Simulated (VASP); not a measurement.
Write the native input for VASP 6.6.1 that does the following.

```yaml
Task: single point
Functional: PBEsol
Potentials_or_basis: VASP PAW PBE potentials, release 64 (Ti_sv)
Cutoff: 520 eV
k_mesh: 20 × 20 × 20
Occupations: gaussian, width 0.15 eV
Spin: no spin polarisation
Dipole_correction: no
Further_INCAR_settings: ALGO = Fast; EDIFF = 1e-06; NBANDS = 12
```

The structure of Ti lies in POSCAR:

```
Ti
1.0
   -1.5753600000      1.5753600000      1.6410000000
    1.5753600000     -1.5753600000      1.6410000000
    1.5753600000      1.5753600000     -1.6410000000
Ti
1
Direct
    0.0000000000      0.0000000000      0.0000000000
```

This cell differs from its parent crystal: strain -0.040 along x and y, +0.000 along z.

The input as run:

INCAR

```
SYSTEM = Ti
PREC     = Accurate       ! precision mode
ENCUT    = 520            ! plane-wave cutoff, eV
EDIFF    = 1E-6           ! SCF threshold, eV
ISMEAR   = 0              ! smearing method
SIGMA    = 0.15           ! smearing width, eV
LREAL    = .FALSE.        ! projectors in reciprocal space
LASPH    = .TRUE.         ! aspherical terms in the spheres
NELM     = 60             ! most SCF steps
ALGO     = Fast           ! electronic algorithm
ISIF     = 2              ! what is computed and relaxed
LWAVE    = .FALSE.        ! write WAVECAR
LCHARG   = .FALSE.        ! write CHGCAR
GGA      = PS             ! functional
NBANDS   = 12             ! bands
```

KPOINTS

```
regular mesh
0
G
  20 20 20
  0 0 0
```

Potentials or basis: VASP PAW PBE potentials, release 64 (Ti_sv).

Launch:

```sh
$ cat potpaw_PBE.64/Ti_sv/POTCAR > POTCAR
$ mpirun -np 1 vasp_std > vasp.out
```

It gave:

* Pressure: 1.6 GPa
* Band gap on the k mesh: zero (bands 6 and 7 overlap by 1.68 eV)

Caveat: the cell differs from its parent crystal (strain -0.040 along x and y, +0.000 along z); the PAW data sets were made with another functional, which shifts forces and pressure a little.

Wall time 5.8 min on 1 thread of Intel Xeon 8259CL, on a shared host, peak memory 0.24 GiB.
